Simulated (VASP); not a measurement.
# ZnS (P1) in VASP: single point with r2SCAN

Aim: the single point of ZnS with r2SCAN.

Everything below comes from runs of VASP 6.6.1. Logs are shortened: lines on timing, memory, paths and dates and some standing lists are left out, and cuts for length are marked.

### Step 1. The cell of the first run

The typed cell holds 8 atoms: a = 3.807 Å, b = 3.807 Å, c = 12.491 Å, α = 90.00°, β = 90.00°, γ = 120.00°.

### Step 2. Single point, r2SCAN (atoms displaced along a vibrational mode)

POSCAR

```
ZnS
1.0
    3.8067217473      0.0000000000      0.0000000000
   -1.9033608736      3.2967177383      0.0000000000
    0.0000000000      0.0000000000     12.4914703042
Zn S
4 4
Direct
    0.3113586170      0.6505800579      0.0026940355
    0.3553080496      0.6827532755      0.5026940355
    0.6666666667      0.3333333333      0.2526940355
    0.6666666667      0.3333333333      0.7526940355
    0.3324026898      0.6659853883      0.1898059645
    0.3342639768      0.6673479450      0.6898059645
    0.6864058027      0.3477833838      0.4398059645
    0.6469275307      0.3188832829      0.9398059645
```

INCAR.step1

```
SYSTEM = ZnS
PREC = Accurate ; ENCUT = 520
ISMEAR = 0 ; SIGMA = 0.05
LREAL = .FALSE. ; LASPH = .TRUE.
NELM = 100 ; NBANDS = 46
GGA = PE ; ALGO = Normal
EDIFF = 1E-4 ; LWAVE = .TRUE.
LCHARG = .FALSE.
```

INCAR.step2

```
SYSTEM = ZnS
PREC = Accurate ; ENCUT = 520
EDIFF = 1E-6 ; ISMEAR = 0
SIGMA = 0.05 ; LREAL = .FALSE.
LASPH = .TRUE. ; NELM = 100
ALGO = Normal ; ISIF = 2
LWAVE = .FALSE. ; LCHARG = .FALSE.
METAGGA = R2SCAN ; LMIXTAU = .TRUE.
NBANDS = 46 ; ISTART = 1
```

KPOINTS

```
Automatic mesh
0
G
  6 6 2
  0 0 0
```

Potentials or basis: VASP PAW PBE potentials, release 64 (Zn, S).

The run is started by

```
$ cat potpaw_PBE.64/Zn/POTCAR potpaw_PBE.64/S/POTCAR > POTCAR
$ cp INCAR.step1 INCAR
$ mpirun -np 1 vasp_std > vasp.out
$ cp INCAR.step2 INCAR
$ mpirun -np 1 vasp_std > vasp.out
```

OUTCAR:

```text
SYSTEM = ZnS
   PREC = Accurate
   ENCUT = 520
   EDIFF = 1E-6
   ISMEAR = 0
   LREAL = .FALSE.
   LASPH = .TRUE.
   NELM = 100
   ISIF = 2
   METAGGA = R2SCAN
   ISTART = 1

 ion  position               nearest neighbor table
   1  0.311  0.651  0.003-   8 2.33   8 2.34   5 2.34   8 2.34
   2  0.355  0.683  0.503-   7 2.33   7 2.33   6 2.34   7 2.34
   3  0.667  0.333  0.253-   5 2.33   5 2.33   5 2.34   7 2.34
   4  0.667  0.333  0.753-   6 2.33   6 2.33   6 2.34   8 2.34
   5  0.332  0.666  0.190-   3 2.33   3 2.33   3 2.34   1 2.34
   6  0.334  0.667  0.690-   4 2.33   4 2.33   4 2.34   2 2.34
   7  0.686  0.348  0.440-   2 2.33   2 2.33   3 2.34   2 2.34
   8  0.647  0.319  0.940-   1 2.33   1 2.34   4 2.34   1 2.34

  LATTYP: Found a hexagonal cell.
 ALAT       =     3.8067217473
 C/A-ratio  =     3.2814245783

  Lattice vectors:

 A1 = (   3.8067217473,   0.0000000000,   0.0000000000)
 A2 = (  -1.9033608736,   3.2967177383,   0.0000000000)
 A3 = (   0.0000000000,   0.0000000000,  12.4914703042)

Analysis of symmetry for initial positions (statically):
=====================================================================
 Subroutine PRICEL returns:
 Original cell was already a primitive cell.

 Routine SETGRP: Setting up the symmetry group for a
 hexagonal supercell.

 Subroutine GETGRP returns: Found  1 space group operations
 (whereof  1 operations were pure point group operations)
 out of a pool of 24 trial point group operations.

The static configuration has the point symmetry C_1 .

Analysis of symmetry for dynamics (positions and initial velocities):
=====================================================================
 Subroutine PRICEL returns:
 Original cell was already a primitive cell.

 Routine SETGRP: Setting up the symmetry group for a
 hexagonal supercell.

 Subroutine GETGRP returns: Found  1 space group operations
 (whereof  1 operations were pure point group operations)
 out of a pool of 24 trial point group operations.

The dynamic configuration has the point symmetry C_1 .

 Subroutine INISYM returns: Found  1 space group operations
 (whereof  1 operations are pure point group operations),
 and found     1 'primitive' translations

----------------------------------------------------------------------------------------

                                     Primitive cell

  volume of cell :     156.7640

  direct lattice vectors                    reciprocal lattice vectors
     3.806721747  0.000000000  0.000000000     0.262693222  0.151666002  0.000000000
    -1.903360874  3.296717738  0.000000000     0.000000000  0.303332005  0.000000000
     0.000000000  0.000000000 12.491470304     0.000000000  0.000000000  0.080054627

  length of vectors
     3.806721747  3.806721747 12.491470304     0.303332005  0.303332005  0.080054627

  position of ions in fractional coordinates (direct lattice)
     0.311358617  0.650580058  0.002694035
     0.355308050  0.682753275  0.502694035
     0.666666667  0.333333333  0.252694035
     0.666666667  0.333333333  0.752694035
     0.332402690  0.665985388  0.189805965
     0.334263977  0.667347945  0.689805965
     0.686405803  0.347783384  0.439805965
     0.646927531  0.318883283  0.939805965

  ion indices of the primitive-cell ions
   primitive index   ion index
                 1           1
                 2           2
                 3           3
                 4           4
                 5           5
                 6           6
                 7           7
                 8           8

----------------------------------------------------------------------------------------

 KPOINTS: Automatic mesh

Automatic generation of k-mesh.
 Grid dimensions read from file:
 generate k-points for:    6    6    2

 Generating k-lattice:

  Cartesian coordinates                     Fractional coordinates (reciprocal lattice)
     0.043782204  0.025277667  0.000000000     0.166666667  0.000000000  0.000000000
     0.000000000  0.050555334  0.000000000     0.000000000  0.166666667  0.000000000
     0.000000000  0.000000000  0.040027314     0.000000000  0.000000000  0.500000000

  Length of vectors
     0.050555334  0.050555334  0.040027314

  Shift w.r.t. Gamma in fractional coordinates (k-lattice)
     0.000000000  0.000000000  0.000000000

 Subroutine IBZKPT returns following result:
 ===========================================

 Found     40 irreducible k-points:

 Following reciprocal coordinates:
            Coordinates               Weight
  0.000000  0.000000  0.000000      1.000000
  0.166667  0.000000  0.000000      2.000000
  0.000000  0.166667  0.000000      2.000000
 -0.166667  0.166667  0.000000      2.000000
  0.333333  0.000000  0.000000      2.000000
  0.000000  0.333333  0.000000      2.000000
[... 16 lines left out ...]
  0.000000  0.166667  0.500000      2.000000
 -0.166667  0.166667  0.500000      2.000000
 [... further k-points ...]
   k-points           NKPTS =     40   k-points in BZ     NKDIM =     40   number of bands    NBANDS=     46
   number of dos      NEDOS =    301   number of ions     NIONS =      8
   total plane-waves  NPLWV =  75264
   dimension x,y,z NGX =    28 NGY =   28 NGZ =   96
   dimension x,y,z NGXF=    56 NGYF=   56 NGZF=  192
   ions per type =               4   4
   NGX,Y,Z   is equivalent  to a cutoff of  12.23, 12.23, 12.78 a.u.
   NGXF,Y,Z  is equivalent  to a cutoff of  24.46, 24.46, 25.55 a.u.
 SYSTEM =  ZnS
   PREC   = accura    normal or accurate (medium, high low for compatibility)
   ISTART =      1    job   : 0-new  1-cont  2-samecut
   ICHARG =      0    charge: 1-file 2-atom 10-const
   ISPIN  =      1    spin polarized calculation?
   LNONCOLLINEAR =      F non collinear calculations
   LSORBIT =      F    spin-orbit coupling
   LASPH  =      T    aspherical Exc in radial PAW
   ENCUT  =  520.0 eV  38.22 Ry    6.18 a.u.   7.08  7.08 23.23*2*pi/ulx,y,z
   NELM   =    100;   NELMIN=  2; NELMDL=  0     # of ELM steps
   EDIFF  = 0.1E-05   stopping-criterion for ELM
   LREAL  =      F    real-space projection
   EDIFFG = 0.1E-04   stopping-criterion for IOM
   NSW    =      0    number of steps for IOM
   IBRION =     -1    ionic relax: 0-MD 1-quasi-New 2-CG
   NFREE  =      0    steps in history (QN), initial steepest desc. (CG)
   ISIF   =      2    stress and relaxation
   ISYM   =      2    0-nonsym 1-usesym 2-fastsym
   POTIM  = 0.5000    time-step for ionic-motion
   TEBEG  =    0.0;   TEEND  =   0.0 temperature during run
   PSTRESS=    0.0 pullay stress
   NELECT =      72.0000    total number of electrons
   NUPDOWN=      -1.0000    fix difference up-down
   EMIN   =  10.00;   EMAX   =-10.00  energy-range for DOS
   EFERMI =   0.00;   METHOD = LEGACY
   ISMEAR =     0;   SIGMA  =   0.05  broadening in eV -4-tet -1-fermi 0-gaus
   EFERMI_NEDOS =   21; number of points for ismear=-14 and -15
   IALGO  =     38    algorithm
   IMIX   =      4    mixing-type and parameters
     AMIX     =   0.40;   BMIX     =  1.00
     AMIX_MAG =   1.60;   BMIX_MAG =  1.00
  volume/ion in A,a.u.               =      19.60       132.24
  Fermi-wavevector in a.u.,A,eV,Ry     =   1.263097  2.386908 21.706940  1.595415
  Thomas-Fermi vector in A             =   2.396472
   LORBIT       =      0    0 simple, 1 ext, 2 COOP (PROOUT), +10 PAW based schemes
   METAGGA = R2SCAN    functional components
   LHFCALC =     F    Hartree Fock is set to
   AEXX    =    0.0000 exact exchange contribution
   IVDW    =     0    specifies the selected vdW correction
   LEPSILON=     F    determine dielectric tensor
   LRPA    =     F    only Hartree local field effects (RPA)
 non-spin polarized calculation
 Gauss-broadening in eV      SIGMA  =   0.05
  energy-cutoff  :      520.00
  volume of cell :      156.76
 maximum number of plane-waves:      4251
   NGX = 15   NGY = 15   NGZ = 47

 number of electron      72.0000004 magnetization

 Free energy of the ion-electron system (eV)
  ---------------------------------------------------
  ext. energy  EPLUGINS =         0.00000000
  ---------------------------------------------------
  free energy    TOTEN  =       -75.43580072 eV

  energy without entropy =      -75.43580072  energy(sigma->0) =      -75.43580072

 E-fermi :   2.1353     XC(G=0): -10.3110

 val. band max:        1.9151599179   @ k =   0.0000   0.0000   0.0000
 cond. band min:       4.6971920193   @ k =   0.0000   0.0000   0.0000
 fundamental gap:      2.7820321014
 Fermi energy:         2.1353090076

 k-point     1 :       0.0000    0.0000    0.0000
  band No.  band energies     occupation
      1     -11.8339      2.00000
      2     -11.3949      2.00000
      3     -11.3944      2.00000
      4     -10.8733      2.00000
      5      -4.6201      2.00000
      6      -4.6074      2.00000
[... 38 lines left out ...]
     45       9.1752      0.00000
     46       9.1802      0.00000

 k-point     2 :       0.1667    0.0000    0.0000
  band No.  band energies     occupation
      1     -11.6457      2.00000
      2     -11.2402      2.00000
      3     -11.2397      2.00000
      4     -10.7713      2.00000
      5      -4.6175      2.00000
      6      -4.6077      2.00000
[... 38 lines left out ...]
     45       9.2241      0.00000
     46       9.8084      0.00000

 k-point     3 :       0.0000    0.1667    0.0000
  band No.  band energies     occupation
      1     -11.6457      2.00000
      2     -11.2402      2.00000
      3     -11.2397      2.00000
      4     -10.7713      2.00000
      5      -4.6165      2.00000
      6      -4.6070      2.00000
[... 1018 lines left out ...]
     45       9.3520      0.00000
     46       9.3881      0.00000

 k-point    24 :      -0.1667    0.1667    0.5000
  band No.  band energies     occupation
      1     -11.5325      2.00000
      2     -11.5322      2.00000
      3     -10.9167      2.00000
      4     -10.9162      2.00000
      5      -4.6278      2.00000
      6      -4.6266      2.00000
[... 38 lines left out ...]
     45       9.3678      0.00000
     46       9.3922      0.00000

 [... further k-points ...]

------------------------ aborting loop because EDIFF is reached ----------------------------------------

  FORCE on cell =-STRESS in cart. coord.  units (eV):
  Direction    XX          YY          ZZ          XY          YZ          ZX
  --------------------------------------------------------------------------------------
  -------------------------------------------------------------------------------------
  Total        0.0218729      0.0314197     -0.0190396     -0.0029835      0.0065086     -0.0061373
  in kB        0.2235481      0.3211193     -0.1945901     -0.0304922      0.0665195     -0.0627248
  external PRESSURE =       0.1166924 kB  Pullay stress =       0.0000000 kB

 VOLUME and BASIS-vectors are now :
 -----------------------------------------------------------------------------
  energy-cutoff  :      520.00
  volume of cell :      156.76
      direct lattice vectors                 reciprocal lattice vectors
     3.806721747  0.000000000  0.000000000     0.262693222  0.151666002  0.000000000
    -1.903360874  3.296717738  0.000000000     0.000000000  0.303332005  0.000000000
     0.000000000  0.000000000 12.491470304     0.000000000  0.000000000  0.080054627

 POSITION                                       TOTAL-FORCE (eV/Angst)
 -----------------------------------------------------------------------------------
     -0.05303      2.14478      0.03365         0.059806      0.030239      0.010384
      0.05303      2.25084      6.27939        -0.046016     -0.049235      0.008692
      1.90336      1.09891      3.15652        -0.003231      0.003440      0.004539
      1.90336      1.09891      9.40226        -0.003502      0.003142      0.004506
     -0.00225      2.19557      2.37096         0.000751      0.003847     -0.007569
      0.00225      2.20006      8.61669        -0.000772      0.002383     -0.007392
      1.95100      1.14654      5.49382        -0.022689     -0.015728     -0.006619
      1.85572      1.05127     11.73956         0.015653      0.021913     -0.006541
 -----------------------------------------------------------------------------------
    total drift:                                0.015240     -0.025551      0.032309

  FREE ENERGIE OF THE ION-ELECTRON SYSTEM (eV)
  ---------------------------------------------------
  free  energy   TOTEN  =       -75.4358007237 eV

  energy  without entropy=      -75.4358007237  energy(sigma->0) =      -75.43580072
```

It took 20 min on 1 thread of Oxide Virtual Turin-like, shared host; peak memory 0.38 GiB.

What came out:

| Property | Result |
| --- | --- |
| Free energy | -75.4358 eV |
| Pressure | 0.0 GPa |
| Largest force | 0.068 eV/Å |
| Band gap on the k mesh | 2.78 eV |

Forces in eV/Å, atoms in the order of the input:
```
Zn   0.060  0.030  0.010
Zn  -0.046 -0.049  0.009
Zn  -0.003  0.003  0.005
Zn  -0.004  0.003  0.005
S    0.001  0.004 -0.008
S   -0.001  0.002 -0.007
S   -0.023 -0.016 -0.007
S    0.016  0.022 -0.007
```

Caveat: the cell differs from its parent crystal (atoms displaced along a vibrational mode); the PAW data sets were made with another functional, which shifts forces and pressure a little.
